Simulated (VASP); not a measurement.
# Te (Fd-3m) in VASP: further runs

The runs below take Te through single point, with BLYP.

Program: VASP 6.6.1. These are calculated values, not measurements. Logs are shortened: lines on timing, memory, paths and dates and some standing lists are left out, and cuts for length are marked.

### 1 The cell of the first run

The structure is cubic, space group Fd-3m (No. 227). The conventional cell has a = 7.566 Å, b = 7.566 Å, c = 7.566 Å, α = 90.00°, β = 90.00°, γ = 90.00°. Te (site symmetry -43m) has 4 Te at 3.28 Å within 4.3 Å.

### 2 Single point, BLYP (volume scaled by 1.08)

Input file INCAR:

```
PREC = Accurate ; ENCUT = 520
EDIFF = 1E-6 ; ISMEAR = -1
SIGMA = 0.1 ; LREAL = F
LASPH = T ; NELM = 100
ALGO = Normal ; ISIF = 2
LWAVE = F ; LCHARG = F
GGA = B5 ; ALDAX = 1.0
AGGAX = 1.0 ; AGGAC = 1.0
ALDAC = 0.0 ; NBANDS = 13
```

Input file KPOINTS:

```
Automatic mesh
0
Gamma
  8 8 8
```

Input file POSCAR:

```
Te
1.0
    0.0000000000      3.7831873822      3.7831873822
    3.7831873822      0.0000000000      3.7831873822
    3.7831873822      3.7831873822      0.0000000000
Te
2
Direct
    0.1250000000      0.1250000000      0.1250000000
    0.8750000000      0.8750000000      0.8750000000
```

Potentials or basis: VASP PAW PBE potentials, release 64 (Te).

Started as:

```bash
$ cat potpaw_PBE.64/Te/POTCAR > POTCAR
$ mpirun -np 1 vasp_std > vasp.out
```

OUTCAR:

```text
PREC = Accurate
   ENCUT = 520
   EDIFF = 1E-6
   ISMEAR = -1
   LREAL = F
   LASPH = T
   NELM = 100
   ISIF = 2
   GGA = B5

 ion  position               nearest neighbor table
   1  0.125  0.125  0.125-   2 3.28   2 3.28   2 3.28   2 3.28
   2  0.875  0.875  0.875-   1 3.28   1 3.28   1 3.28   1 3.28

  LATTYP: Found a face centered cubic cell.
 ALAT       =     7.5663747644

  Lattice vectors:

 A1 = (   0.0000000000,   3.7831873822,   3.7831873822)
 A2 = (   3.7831873822,   0.0000000000,   3.7831873822)
 A3 = (   3.7831873822,   3.7831873822,   0.0000000000)

Analysis of symmetry for initial positions (statically):
=====================================================================
 Subroutine PRICEL returns:
 Original cell was already a primitive cell.

 Routine SETGRP: Setting up the symmetry group for a
 face centered cubic supercell.

 Subroutine GETGRP returns: Found 48 space group operations
 (whereof 12 operations were pure point group operations)
 out of a pool of 48 trial point group operations.

The static configuration has the point symmetry D_3d.
 The point group associated with its full space group is O_h .

Analysis of symmetry for dynamics (positions and initial velocities):
=====================================================================
 Subroutine PRICEL returns:
 Original cell was already a primitive cell.

 Routine SETGRP: Setting up the symmetry group for a
 face centered cubic supercell.

 Subroutine GETGRP returns: Found 48 space group operations
 (whereof 12 operations were pure point group operations)
 out of a pool of 48 trial point group operations.

The dynamic configuration has the point symmetry D_3d.
 The point group associated with its full space group is O_h .

 Subroutine INISYM returns: Found 48 space group operations
 (whereof 12 operations are pure point group operations),
 and found     1 'primitive' translations

----------------------------------------------------------------------------------------

                                     Primitive cell

  volume of cell :     108.2938

  direct lattice vectors                    reciprocal lattice vectors
     0.000000000  3.783187382  3.783187382    -0.132163689  0.132163689  0.132163689
     3.783187382  0.000000000  3.783187382     0.132163689 -0.132163689  0.132163689
     3.783187382  3.783187382  0.000000000     0.132163689  0.132163689 -0.132163689

  length of vectors
     5.350234905  5.350234905  5.350234905     0.228914224  0.228914224  0.228914224

  position of ions in fractional coordinates (direct lattice)
     0.125000000  0.125000000  0.125000000
     0.875000000  0.875000000  0.875000000

  ion indices of the primitive-cell ions
   primitive index   ion index
                 1           1
                 2           2

----------------------------------------------------------------------------------------

 KPOINTS: Automatic mesh

Automatic generation of k-mesh.
 Grid dimensions read from file:
 generate k-points for:    8    8    8

 Generating k-lattice:

  Cartesian coordinates                     Fractional coordinates (reciprocal lattice)
    -0.016520461  0.016520461  0.016520461     0.125000000  0.000000000  0.000000000
     0.016520461 -0.016520461  0.016520461     0.000000000  0.125000000  0.000000000
     0.016520461  0.016520461 -0.016520461     0.000000000  0.000000000  0.125000000

  Length of vectors
     0.028614278  0.028614278  0.028614278

  Shift w.r.t. Gamma in fractional coordinates (k-lattice)
     0.000000000  0.000000000  0.000000000

 Subroutine IBZKPT returns following result:
 ===========================================

 Found     29 irreducible k-points:

 Following reciprocal coordinates:
            Coordinates               Weight
  0.000000  0.000000  0.000000      1.000000
  0.125000  0.000000  0.000000      8.000000
  0.250000  0.000000  0.000000      8.000000
  0.375000  0.000000  0.000000      8.000000
  0.500000  0.000000  0.000000      4.000000
  0.125000  0.125000  0.000000      6.000000
[... 16 lines left out ...]
  0.500000  0.250000  0.125000     48.000000
 -0.375000  0.250000  0.125000     24.000000
 [... further k-points ...]
   k-points           NKPTS =     29   k-points in BZ     NKDIM =     29   number of bands    NBANDS=     13
   number of dos      NEDOS =    301   number of ions     NIONS =      2
   total plane-waves  NPLWV =  64000
   dimension x,y,z NGX =    40 NGY =   40 NGZ =   40
   dimension x,y,z NGXF=    80 NGYF=   80 NGZF=   80
   ions per type =               2
   NGX,Y,Z   is equivalent  to a cutoff of  12.43, 12.43, 12.43 a.u.
   NGXF,Y,Z  is equivalent  to a cutoff of  24.86, 24.86, 24.86 a.u.
 SYSTEM =  unknown system
   PREC   = accura    normal or accurate (medium, high low for compatibility)
   ISTART =      0    job   : 0-new  1-cont  2-samecut
   ICHARG =      2    charge: 1-file 2-atom 10-const
   ISPIN  =      1    spin polarized calculation?
   LNONCOLLINEAR =      F non collinear calculations
   LSORBIT =      F    spin-orbit coupling
   LASPH  =      T    aspherical Exc in radial PAW
   ENCUT  =  520.0 eV  38.22 Ry    6.18 a.u.   9.95  9.95  9.95*2*pi/ulx,y,z
   NELM   =    100;   NELMIN=  2; NELMDL= -5     # of ELM steps
   EDIFF  = 0.1E-05   stopping-criterion for ELM
   LREAL  =      F    real-space projection
   EDIFFG = 0.1E-04   stopping-criterion for IOM
   NSW    =      0    number of steps for IOM
   IBRION =     -1    ionic relax: 0-MD 1-quasi-New 2-CG
   NFREE  =      0    steps in history (QN), initial steepest desc. (CG)
   ISIF   =      2    stress and relaxation
   ISYM   =      2    0-nonsym 1-usesym 2-fastsym
   POTIM  = 0.5000    time-step for ionic-motion
   TEBEG  =    0.0;   TEEND  =   0.0 temperature during run
   PSTRESS=    0.0 pullay stress
   NELECT =      12.0000    total number of electrons
   NUPDOWN=      -1.0000    fix difference up-down
   EMIN   =  10.00;   EMAX   =-10.00  energy-range for DOS
   EFERMI =   0.00;   METHOD = LEGACY
   ISMEAR =    -1;   SIGMA  =   0.10  broadening in eV -4-tet -1-fermi 0-gaus
   EFERMI_NEDOS =   21; number of points for ismear=-14 and -15
   IALGO  =     38    algorithm
   IMIX   =      4    mixing-type and parameters
     AMIX     =   0.40;   BMIX     =  1.00
     AMIX_MAG =   1.60;   BMIX_MAG =  1.00
  volume/ion in A,a.u.               =      54.15       365.40
  Fermi-wavevector in a.u.,A,eV,Ry     =   0.786323  1.485934  8.412525  0.618303
  Thomas-Fermi vector in A             =   1.890838
   LORBIT       =      0    0 simple, 1 ext, 2 COOP (PROOUT), +10 PAW based schemes
   GGA     = B5    functional components
   LHFCALC =     F    Hartree Fock is set to
   AEXX    =    0.0000 exact exchange contribution
   IVDW    =     0    specifies the selected vdW correction
   LEPSILON=     F    determine dielectric tensor
   LRPA    =     F    only Hartree local field effects (RPA)
 non-spin polarized calculation
  energy-cutoff  :      520.00
  volume of cell :      108.29
 maximum number of plane-waves:      2938
   NGX = 19   NGY = 19   NGZ = 19

 number of electron      12.0000001 magnetization

 Free energy of the ion-electron system (eV)
  ---------------------------------------------------
  ext. energy  EPLUGINS =         0.00000000
  ---------------------------------------------------
  free energy    TOTEN  =        -4.51834641 eV

  energy without entropy =       -4.44647114  energy(sigma->0) =       -4.48240878

 E-fermi :   2.2410     XC(G=0):  -6.4909

 val. band max:        2.1853741448   @ k =   0.2500   0.0000   0.0000
 cond. band min:       2.2673672577   @ k =  -0.2500   0.1250   0.0000
 fundamental gap:      0.0819931129
 Fermi energy:         2.2410098658

 k-point     1 :       0.0000    0.0000    0.0000
  band No.  band energies     occupation
      1      -9.8449      2.00000
      2      -6.8099      2.00000
      3      -0.2113      2.00000
      4      -0.2113      2.00000
      5      -0.2113      2.00000
      6       1.7670      1.98267
      7       1.7670      1.98267
      8       1.7670      1.98267
      9       6.1815      0.00000
     10       8.4775      0.00000
     11       8.4775      0.00000
     12       9.8271      0.00000
     13       9.8271      0.00000

 k-point     2 :       0.1250    0.0000    0.0000
  band No.  band energies     occupation
      1      -9.7806      2.00000
      2      -6.9392      2.00000
      3      -0.3009      2.00000
      4      -0.3009      2.00000
      5      -0.2699      2.00000
      6       1.9018      1.93493
      7       1.9018      1.93493
      8       1.9029      1.93420
      9       6.5079      0.00000
     10       8.2382      0.00000
     11       8.2382      0.00000
     12       9.6081      0.00000
     13      10.4040      0.00000

 k-point     3 :       0.2500    0.0000    0.0000
  band No.  band energies     occupation
      1      -9.6019      2.00000
      2      -7.2669      2.00000
      3      -0.4813      2.00000
      4      -0.4813      2.00000
      5      -0.4341      2.00000
      6       2.1854      1.27122
      7       2.1854      1.27122
      8       2.3376      0.55132
      9       7.1878      0.00000
     10       8.0824      0.00000
     11       8.0824      0.00000
     12       9.4003      0.00000
     13      11.0806      0.00000

 k-point     4 :       0.3750    0.0000    0.0000
  band No.  band energies     occupation
      1      -9.3680      2.00000
      2      -7.6403      2.00000
      3      -0.6292      2.00000
      4      -0.6292      2.00000
      5      -0.6053      2.00000
      6       2.4252      0.27362
      7       2.4252      0.27362
      8       2.9208      0.00223
      9       7.6284      0.00000
     10       8.3167      0.00000
     11       8.3167      0.00000
     12       8.8325      0.00000
     13      10.5907      0.00000

 k-point     5 :       0.5000    0.0000    0.0000
  band No.  band energies     occupation
      1      -9.2394      2.00000
      2      -7.8242      2.00000
      3      -0.6839      2.00000
      4      -0.6839      2.00000
      5      -0.6748      2.00000
      6       2.5138      0.12274
      7       2.5138      0.12274
      8       3.2215      0.00011
      9       8.0164      0.00000
     10       8.0244      0.00000
     11       8.6677      0.00000
     12       8.6677      0.00000
     13       9.8754      0.00000
[... 257 lines left out ...]
 k-point    22 :       0.3750    0.2500    0.1250
  band No.  band energies     occupation
      1      -9.4382      2.00000
      2      -7.5303      2.00000
      3      -0.9907      2.00000
      4      -0.7119      2.00000
      5       0.2063      2.00000
      6       1.6619      1.99391
      7       2.6589      0.03016
      8       2.8704      0.00369
      9       7.2953      0.00000
     10       7.7074      0.00000
     11       8.7304      0.00000
     12      10.2054      0.00000
     13      10.4835      0.00000

 k-point    23 :       0.5000    0.2500    0.1250
  band No.  band energies     occupation
      1      -9.1986      2.00000
      2      -7.8734      2.00000
      3      -1.2363      2.00000
      4      -0.8439      2.00000
      5       0.3067      2.00000
      6       1.8990      1.93667
      7       2.8699      0.00371
      8       3.1709      0.00018
      9       7.4769      0.00000
     10       7.6516      0.00000
     11       8.8415      0.00000
     12       9.6728      0.00000
     13      10.7031      0.00000

 k-point    24 :      -0.3750    0.2500    0.1250
  band No.  band energies     occupation
      1      -9.0564      2.00000
      2      -8.0569      2.00000
      3      -1.3242      2.00000
      4      -0.9024      2.00000
      5       0.3281      2.00000
      6       2.0623      1.71316
      7       2.9185      0.00228
      8       3.3069      0.00005
      9       7.3109      0.00000
     10       7.8385      0.00000
     11       8.7812      0.00000
     12       9.4933      0.00000
     13      10.5720      0.00000

 [... further k-points ...]
[... 5 lines left out ...]
  --------------------------------------------------------------------------------------
  -------------------------------------------------------------------------------------
  Total       -0.8955551     -0.8955551     -0.8955551      0.0000000      0.0000000      0.0000000
  in kB      -13.2494961    -13.2494961    -13.2494961      0.0000000      0.0000000      0.0000000
  external PRESSURE =     -13.2494961 kB  Pullay stress =       0.0000000 kB

 VOLUME and BASIS-vectors are now :
 -----------------------------------------------------------------------------
  energy-cutoff  :      520.00
  volume of cell :      108.29
      direct lattice vectors                 reciprocal lattice vectors
     0.000000000  3.783187382  3.783187382    -0.132163689  0.132163689  0.132163689
     3.783187382  0.000000000  3.783187382     0.132163689 -0.132163689  0.132163689
     3.783187382  3.783187382  0.000000000     0.132163689  0.132163689 -0.132163689

 POSITION                                       TOTAL-FORCE (eV/Angst)
 -----------------------------------------------------------------------------------
      0.94580      0.94580      0.94580        -0.000000     -0.000000     -0.000000
      6.62058      6.62058      6.62058         0.000000      0.000000      0.000000
 -----------------------------------------------------------------------------------
    total drift:                                0.000000      0.000000      0.000000

  FREE ENERGIE OF THE ION-ELECTRON SYSTEM (eV)
  ---------------------------------------------------
  free  energy   TOTEN  =        -4.5183464128 eV

  energy  without entropy=       -4.4464711388  energy(sigma->0) =       -4.48240878
```

Run time: 21 s. Hardware: 1 thread of Intel Xeon 6975P-C (Granite Rapids), shared host; peak memory 0.24 GiB.

Results:

```yaml
Free_energy: -4.5183 eV
Pressure: -1.3 GPa
Band_gap_on_the_k_mesh: zero (band 6 reaches 2.51 eV, above the bottom of band 7 at 1.77 eV)
```

Caveat: the PAW data sets were made with another functional, which shifts forces and pressure a little; spin-orbit coupling is left out, which moves the levels of the heavy elements.

### 3 Single point, BLYP (volume scaled by 1.12)

Input file INCAR:

```
PREC = Accurate
ENCUT = 520
EDIFF = 1E-6
ISMEAR = -1
SIGMA = 0.1
LREAL = False
LASPH = True
NELM = 100
ALGO = Normal
ISIF = 2
LWAVE = False
LCHARG = False
GGA = B5
ALDAX = 1.0
AGGAX = 1.0
AGGAC = 1.0
ALDAC = 0.0
NBANDS = 13
```

KPOINTS is that of step 2.

Input file POSCAR:

```
Te
1.0
    0.0000000000      3.8293283611      3.8293283611
    3.8293283611      0.0000000000      3.8293283611
    3.8293283611      3.8293283611      0.0000000000
Te
2
Direct
    0.1250000000      0.1250000000      0.1250000000
    0.8750000000      0.8750000000      0.8750000000
```

Potentials or basis: VASP PAW PBE potentials, release 64 (Te).

Started as:

```bash
$ cat potpaw_PBE.64/Te/POTCAR > POTCAR
$ mpirun -np 1 vasp_std > vasp.out
```

It took 22 s on 1 thread of Intel Xeon 6975P-C (Granite Rapids), shared host; peak memory 0.23 GiB.

Results (log left out):

```yaml
Free_energy: -4.4786 eV
Pressure: -1.8 GPa
Band_gap_on_the_k_mesh: zero (band 6 reaches 2.21 eV, above the bottom of band 7 at 1.51 eV)
```

Levels at points of the mesh, in eV from the Fermi level:
```tsv
k point	band 2	band 3	band 4	band 5	band 6	band 7	band 8	band 9	band 10	band 11
(0.00, 0.00, 0.00)	-9.10	-2.35	-2.35	-2.35	-0.44	-0.44	-0.44	3.96	6.27	6.27
(0.50, 0.00, 0.00)	-10.03	-2.80	-2.80	-2.80	0.27	0.27	0.89	5.79	5.80	6.43
(0.50, 0.50, 0.00)	-10.73	-3.27	-3.27	-1.31	-1.31	1.35	1.35	5.23	5.23	7.69
```

Caveat: the PAW data sets were made with another functional, which shifts forces and pressure a little; spin-orbit coupling is left out, which moves the levels of the heavy elements.
